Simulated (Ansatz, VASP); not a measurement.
Ta2SiO2 in VASP and in Ansatz

```
Ta Si O
1.0
     3.56365    0.00000    0.00000
    -1.78183    3.08622    0.00000
     0.00000    0.00000    4.97760
Ta Si O
2 1 2
Direct
  0.66667 0.33333 0.61558
  0.33333 0.66667 0.38442
  0.00000 0.00000 0.00000
  0.33333 0.66667 0.86955
  0.66667 0.33333 0.13045
```

Alike in both runs: task relaxation of cell and atoms; functional PBE; k mesh 6 × 6 × 4; occupations gaussian, width 0.1 eV; no spin polarisation.

```csv
,VASP,Ansatz
version,VASP 6.6.1,Ansatz 0.2.0
potentials or method,"VASP PAW PBE potentials, release 64 (Ta_pv, Si, O), cutoff 600 eV","scalar-relativistic, plane waves, PAW"
valence electrons in the cell,38,42
```

|  | VASP | Ansatz | Ansatz less VASP |
| --- | --- | --- | --- |
| gap on the k mesh at the Fermi level, each at its own relaxed structure (eV) | none | none | - |
| relaxed volume (Å³/atom) | 12.78 | 14.31 | +1.532 |
| relaxed cell length with the largest relative difference (Å) | 8.403 | 9.684 | +1.2803 |

A gap of «none» marks a metal or a gap that the smearing closes. One of these differences is far larger than is usual between the two programs; its cause wasn't traced. VASP's potentials hold 38 valence electrons a cell and Ansatz's 42, so a difference there can come from the potentials and not from the codes.

Spin-orbit coupling is off throughout. Noted on VASP's run: the volume moved by over 15 % at a fixed basis, so the end points are rough.
